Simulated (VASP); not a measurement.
# K2MnMoO6 (Fm-3m) in VASP: single point with r2SCAN

Aim: the single point of K2MnMoO6 with r2SCAN.

All numbers are computed with VASP 6.6.1; they aren't measurements. Logs are shortened: lines on timing, memory, paths and dates and some standing lists are left out, and cuts for length are marked.

## Step 1: The cell of the first run

Symmetry: Fm-3m, No. 225, cubic system. Conventional cell: a = 8.252 Å, b = 8.252 Å, c = 8.252 Å, α = 90.00°, β = 90.00°, γ = 90.00°. Within 2.6 Å of O (site symmetry 4mm) lie 1 Mo at 1.95 Å and 1 Mn at 2.18 Å. K (site symmetry -43m) has 12 O at 2.92 Å and 4 Mo at 3.57 Å and 4 Mn at 3.57 Å within 3.8 Å. Mo (site symmetry m-3m) has 6 O at 1.95 Å within 2.6 Å. Mn (site symmetry m-3m) has 6 O at 2.18 Å within 2.9 Å.

## Step 2: Single point, r2SCAN

The input, POSCAR:

```
K2MnMoO6
1.0
    0.0000000000      4.1261220000      4.1261220000
    4.1261220000      0.0000000000      4.1261220000
    4.1261220000      4.1261220000      0.0000000000
O K Mo Mn
6 2 1 1
Direct
    0.7360000000      0.2640000000      0.2640000000
    0.2640000000      0.7360000000      0.2640000000
    0.2640000000      0.7360000000      0.7360000000
    0.7360000000      0.2640000000      0.7360000000
    0.2640000000      0.2640000000      0.7360000000
    0.7360000000      0.7360000000      0.2640000000
    0.2500000000      0.2500000000      0.2500000000
    0.7500000000      0.7500000000      0.7500000000
    0.5000000000      0.5000000000      0.5000000000
    0.0000000000      0.0000000000      0.0000000000
```

The input, INCAR.step1:

```
  PREC = Accurate
  ENCUT = 520
  ISMEAR = -1
  SIGMA = 0.1
  LREAL = False
  LASPH = True
  NELM = 60
  NBANDS = 52
  GGA = PE
  ALGO = Normal
  EDIFF = 1E-4
  LWAVE = True
  LCHARG = False
```

The input, INCAR.step2:

```
  PREC = Accurate
  ENCUT = 520
  EDIFF = 1E-6
  ISMEAR = -1
  SIGMA = 0.1
  LREAL = False
  LASPH = True
  NELM = 60
  ALGO = Normal
  ISIF = 2
  LWAVE = False
  LCHARG = True
  METAGGA = R2SCAN
  LMIXTAU = True
  LELF = True
  LVHAR = True
  NBANDS = 52
  ISTART = 1
```

The input, KPOINTS:

```
regular mesh
0
Gamma
  7 7 7
```

Potentials or basis: VASP PAW PBE potentials, release 64 (O, K_sv, Mo_sv, Mn_pv).

Run with:

```console
$ cat potpaw_PBE.64/O/POTCAR potpaw_PBE.64/K_sv/POTCAR potpaw_PBE.64/Mo_sv/POTCAR potpaw_PBE.64/Mn_pv/POTCAR > POTCAR
$ cp INCAR.step1 INCAR
$ mpirun -np 1 vasp_std > vasp.out
$ cp INCAR.step2 INCAR
$ mpirun -np 1 vasp_std > vasp.out
```

OUTCAR:

```text
PREC = Accurate
   ENCUT = 520
   EDIFF = 1E-6
   ISMEAR = -1
   LREAL = False
   LASPH = True
   NELM = 60
   ISIF = 2
   METAGGA = R2SCAN
   ISTART = 1

 ion  position               nearest neighbor table
   1  0.736  0.264  0.264-   9 1.95  10 2.18
   2  0.264  0.736  0.264-   9 1.95  10 2.18
   3  0.264  0.736  0.736-   9 1.95  10 2.18
   4  0.736  0.264  0.736-   9 1.95  10 2.18
   5  0.264  0.264  0.736-   9 1.95  10 2.18
   6  0.736  0.736  0.264-   9 1.95  10 2.18
   7  0.250  0.250  0.250-   9 3.57   9 3.57   9 3.57   9 3.57
   8  0.750  0.750  0.750-   9 3.57   9 3.57   9 3.57   9 3.57
   9  0.500  0.500  0.500-   1 1.95   2 1.95   3 1.95   4 1.95   5 1.95   6 1.95   7 3.57   8 3.57
                             7 3.57   7 3.57   7 3.57   8 3.57   8 3.57   8 3.57
  10  0.000  0.000  0.000-   1 2.18   2 2.18   3 2.18   4 2.18   5 2.18   6 2.18

  LATTYP: Found a face centered cubic cell.
 ALAT       =     8.2522440000

  Lattice vectors:

 A1 = (   0.0000000000,   4.1261220000,   4.1261220000)
 A2 = (   4.1261220000,   0.0000000000,   4.1261220000)
 A3 = (   4.1261220000,   4.1261220000,   0.0000000000)

Analysis of symmetry for initial positions (statically):
=====================================================================
 Subroutine PRICEL returns:
 Original cell was already a primitive cell.

 Routine SETGRP: Setting up the symmetry group for a
 face centered cubic supercell.

 Subroutine GETGRP returns: Found 48 space group operations
 (whereof 48 operations were pure point group operations)
 out of a pool of 48 trial point group operations.

The static configuration has the point symmetry O_h .

Analysis of symmetry for dynamics (positions and initial velocities):
=====================================================================
 Subroutine PRICEL returns:
 Original cell was already a primitive cell.

 Routine SETGRP: Setting up the symmetry group for a
 face centered cubic supercell.

 Subroutine GETGRP returns: Found 48 space group operations
 (whereof 48 operations were pure point group operations)
 out of a pool of 48 trial point group operations.

The dynamic configuration has the point symmetry O_h .

 Subroutine INISYM returns: Found 48 space group operations
 (whereof 48 operations are pure point group operations),
 and found     1 'primitive' translations

----------------------------------------------------------------------------------------

                                     Primitive cell

  volume of cell :     140.4935

  direct lattice vectors                    reciprocal lattice vectors
     0.000000000  4.126122000  4.126122000    -0.121179160  0.121179160  0.121179160
     4.126122000  0.000000000  4.126122000     0.121179160 -0.121179160  0.121179160
     4.126122000  4.126122000  0.000000000     0.121179160  0.121179160 -0.121179160

  length of vectors
     5.835217692  5.835217692  5.835217692     0.209888463  0.209888463  0.209888463

  position of ions in fractional coordinates (direct lattice)
     0.736000000  0.264000000  0.264000000
     0.264000000  0.736000000  0.264000000
     0.264000000  0.736000000  0.736000000
     0.736000000  0.264000000  0.736000000
     0.264000000  0.264000000  0.736000000
     0.736000000  0.736000000  0.264000000
     0.250000000  0.250000000  0.250000000
     0.750000000  0.750000000  0.750000000
     0.500000000  0.500000000  0.500000000
     0.000000000  0.000000000  0.000000000

  ion indices of the primitive-cell ions
   primitive index   ion index
                 1           1
                 2           2
                 3           3
                 4           4
                 5           5
                 6           6
                 7           7
                 8           8
                 9           9
                10          10

----------------------------------------------------------------------------------------

 KPOINTS: regular mesh

Automatic generation of k-mesh.
 Grid dimensions read from file:
 generate k-points for:    7    7    7

 Generating k-lattice:

  Cartesian coordinates                     Fractional coordinates (reciprocal lattice)
    -0.017311309  0.017311309  0.017311309     0.142857143  0.000000000  0.000000000
     0.017311309 -0.017311309  0.017311309     0.000000000  0.142857143  0.000000000
     0.017311309  0.017311309 -0.017311309     0.000000000  0.000000000  0.142857143

  Length of vectors
     0.029984066  0.029984066  0.029984066

  Shift w.r.t. Gamma in fractional coordinates (k-lattice)
     0.000000000  0.000000000  0.000000000

 Subroutine IBZKPT returns following result:
 ===========================================

 Found     20 irreducible k-points:

 Following reciprocal coordinates:
            Coordinates               Weight
  0.000000  0.000000  0.000000      1.000000
  0.142857  0.000000  0.000000      8.000000
  0.285714  0.000000  0.000000      8.000000
  0.428571  0.000000  0.000000      8.000000
  0.142857  0.142857  0.000000      6.000000
  0.285714  0.142857  0.000000     24.000000
[... 12 lines left out ...]
 -0.428571  0.428571  0.142857     24.000000
 -0.285714  0.428571  0.142857     24.000000
   k-points           NKPTS =     20   k-points in BZ     NKDIM =     20   number of bands    NBANDS=     52
   number of dos      NEDOS =    301   number of ions     NIONS =     10
   total plane-waves  NPLWV = 110592
   dimension x,y,z NGX =    48 NGY =   48 NGZ =   48
   dimension x,y,z NGXF=    96 NGYF=   96 NGZF=   96
   ions per type =               6   2   1   1
   NGX,Y,Z   is equivalent  to a cutoff of  13.68, 13.68, 13.68 a.u.
   NGXF,Y,Z  is equivalent  to a cutoff of  27.35, 27.35, 27.35 a.u.
 SYSTEM =  unknown system
   PREC   = accura    normal or accurate (medium, high low for compatibility)
   ISTART =      1    job   : 0-new  1-cont  2-samecut
   ICHARG =      0    charge: 1-file 2-atom 10-const
   ISPIN  =      1    spin polarized calculation?
   LNONCOLLINEAR =      F non collinear calculations
   LSORBIT =      F    spin-orbit coupling
   LASPH  =      T    aspherical Exc in radial PAW
   ENCUT  =  520.0 eV  38.22 Ry    6.18 a.u.  10.85 10.85 10.85*2*pi/ulx,y,z
   NELM   =     60;   NELMIN=  2; NELMDL=  0     # of ELM steps
   EDIFF  = 0.1E-05   stopping-criterion for ELM
   LREAL  =      F    real-space projection
   EDIFFG = 0.1E-04   stopping-criterion for IOM
   NSW    =      0    number of steps for IOM
   IBRION =     -1    ionic relax: 0-MD 1-quasi-New 2-CG
   NFREE  =      0    steps in history (QN), initial steepest desc. (CG)
   ISIF   =      2    stress and relaxation
   ISYM   =      2    0-nonsym 1-usesym 2-fastsym
   POTIM  = 0.5000    time-step for ionic-motion
   TEBEG  =    0.0;   TEEND  =   0.0 temperature during run
   PSTRESS=    0.0 pullay stress
   NELECT =      81.0000    total number of electrons
   NUPDOWN=      -1.0000    fix difference up-down
   EMIN   =  10.00;   EMAX   =-10.00  energy-range for DOS
   EFERMI =   0.00;   METHOD = LEGACY
   ISMEAR =    -1;   SIGMA  =   0.10  broadening in eV -4-tet -1-fermi 0-gaus
   EFERMI_NEDOS =   21; number of points for ismear=-14 and -15
   IALGO  =     38    algorithm
   IMIX   =      4    mixing-type and parameters
     AMIX     =   0.40;   BMIX     =  1.00
     AMIX_MAG =   1.60;   BMIX_MAG =  1.00
  volume/ion in A,a.u.               =      14.05        94.81
  Fermi-wavevector in a.u.,A,eV,Ry     =   1.362546  2.574838 25.259638  1.856531
  Thomas-Fermi vector in A             =   2.489026
   LORBIT       =      0    0 simple, 1 ext, 2 COOP (PROOUT), +10 PAW based schemes
   METAGGA = R2SCAN    functional components
   LHFCALC =     F    Hartree Fock is set to
   AEXX    =    0.0000 exact exchange contribution
   IVDW    =     0    specifies the selected vdW correction
   LEPSILON=     F    determine dielectric tensor
   LRPA    =     F    only Hartree local field effects (RPA)
 non-spin polarized calculation
  energy-cutoff  :      520.00
  volume of cell :      140.49
 maximum number of plane-waves:      3812
 NGX is ok and might be reduce to    48
   NGX = 21   NGY = 21   NGZ = 21

 number of electron      81.0000010 magnetization

 Free energy of the ion-electron system (eV)
  ---------------------------------------------------
  ext. energy  EPLUGINS =         0.00000000
  ---------------------------------------------------
  free energy    TOTEN  =      -104.80849807 eV

  energy without entropy =     -104.53218014  energy(sigma->0) =     -104.67033911

 E-fermi :   1.3523     XC(G=0): -10.7561

 val. band max:        1.3260497437   @ k =   0.4286   0.0000   0.0000
 cond. band min:       1.3854261669   @ k =  -0.4286   0.1429   0.0000
 fundamental gap:      0.0593764232
 Fermi energy:         1.3522764621

 k-point     1 :       0.0000    0.0000    0.0000
  band No.  band energies     occupation
      1     -62.7764      2.00000
      2     -48.9493      2.00000
      3     -48.9489      2.00000
      4     -48.9489      2.00000
      5     -36.0804      2.00000
      6     -36.0804      2.00000
[... 44 lines left out ...]
     51       9.9913      0.00000
     52       9.9913      0.00000

 k-point     2 :       0.1429    0.0000    0.0000
  band No.  band energies     occupation
      1     -62.7764      2.00000
      2     -48.9493      2.00000
      3     -48.9489      2.00000
      4     -48.9489      2.00000
      5     -36.0805      2.00000
      6     -36.0804      2.00000
[... 44 lines left out ...]
     51      10.1578      0.00000
     52      10.1578      0.00000

 k-point     3 :       0.2857    0.0000    0.0000
  band No.  band energies     occupation
      1     -62.7764      2.00000
      2     -48.9493      2.00000
      3     -48.9489      2.00000
      4     -48.9489      2.00000
      5     -36.0806      2.00000
      6     -36.0804      2.00000
[... 44 lines left out ...]
     51      10.6184      0.00000
     52      10.6709      0.00000
[... 826 lines left out ...]
 k-point    19 :      -0.4286    0.4286    0.1429
  band No.  band energies     occupation
      1     -62.7764      2.00000
      2     -48.9493      2.00000
      3     -48.9489      2.00000
      4     -48.9489      2.00000
      5     -36.0806      2.00000
      6     -36.0805      2.00000
[... 44 lines left out ...]
     51      11.2852      0.00000
     52      11.4357      0.00000

 k-point    20 :      -0.2857    0.4286    0.1429
  band No.  band energies     occupation
      1     -62.7764      2.00000
      2     -48.9493      2.00000
      3     -48.9489      2.00000
      4     -48.9489      2.00000
      5     -36.0806      2.00000
      6     -36.0806      2.00000
[... 44 lines left out ...]
     51      11.0822      0.00000
     52      11.4606      0.00000

------------------------ aborting loop because EDIFF is reached ----------------------------------------

  FORCE on cell =-STRESS in cart. coord.  units (eV):
  Direction    XX          YY          ZZ          XY          YZ          ZX
  --------------------------------------------------------------------------------------
  -------------------------------------------------------------------------------------
  Total      -16.6379088    -16.6379088    -16.6379088     -0.0000000      0.0000000      0.0000000
  in kB     -189.7374812   -189.7374812   -189.7374812     -0.0000000      0.0000000      0.0000000
  external PRESSURE =    -189.7374812 kB  Pullay stress =       0.0000000 kB

 VOLUME and BASIS-vectors are now :
 -----------------------------------------------------------------------------
  energy-cutoff  :      520.00
  volume of cell :      140.49
      direct lattice vectors                 reciprocal lattice vectors
     0.000000000  4.126122000  4.126122000    -0.121179160  0.121179160  0.121179160
     4.126122000  0.000000000  4.126122000     0.121179160 -0.121179160  0.121179160
     4.126122000  4.126122000  0.000000000     0.121179160  0.121179160 -0.121179160

 POSITION                                       TOTAL-FORCE (eV/Angst)
 -----------------------------------------------------------------------------------
      2.17859      4.12612      4.12612        -1.356922      0.000000     -0.000000
      4.12612      2.17859      4.12612         0.000000     -1.356922     -0.000000
      6.07365      4.12612      4.12612         1.356922      0.000000     -0.000000
      4.12612      6.07365      4.12612         0.000000      1.356922     -0.000000
      4.12612      4.12612      2.17859         0.000000      0.000000     -1.356922
      4.12612      4.12612      6.07365         0.000000      0.000000      1.356922
      2.06306      2.06306      2.06306         0.000000      0.000000     -0.000000
      6.18918      6.18918      6.18918         0.000000      0.000000     -0.000000
      4.12612      4.12612      4.12612         0.000000      0.000000     -0.000000
      0.00000      0.00000      0.00000         0.000000      0.000000     -0.000000
 -----------------------------------------------------------------------------------
    total drift:                                0.000000      0.000000     -0.000000

  FREE ENERGIE OF THE ION-ELECTRON SYSTEM (eV)
  ---------------------------------------------------
  free  energy   TOTEN  =      -104.8084980738 eV

  energy  without entropy=     -104.5321801428  energy(sigma->0) =     -104.67033911
```

It took 18 min on 1 thread of Intel Xeon Platinum 8259CL at 2.50GHz (Skylake/Cascade Lake), shared host; peak memory 0.45 GiB.

What came out:

| Item | Value |
| --- | --- |
| Free energy | -104.8085 eV |
| Pressure | -19.0 GPa |
| Largest force | 1.357 eV/Å |
| Band gap on the k mesh | zero (an odd number of electrons rules out a gap without spin polarisation) |

Forces in eV/Å, atoms in the order of the input:
```
O   -1.357  0.000  0.000
O    0.000 -1.357  0.000
O    1.357  0.000  0.000
O    0.000  1.357  0.000
O    0.000  0.000 -1.357
O    0.000  0.000  1.357
K    0.000  0.000  0.000
K    0.000  0.000  0.000
Mo   0.000  0.000  0.000
Mn   0.000  0.000  0.000
```

Caveat: the cell stands under tension; the PAW data sets were made with another functional, which shifts forces and pressure a little; an odd number of electrons without spin polarisation forces a metal; a magnetic or distorted state may lie lower; the run has no spin polarisation, though such a crystal can be magnetic; semilocal functionals often make such compounds metallic where correlation or magnetic order opens a gap, which also shifts bond lengths. Spin polarisation is off, so any magnetic state and its effect on volume and gap are missing.
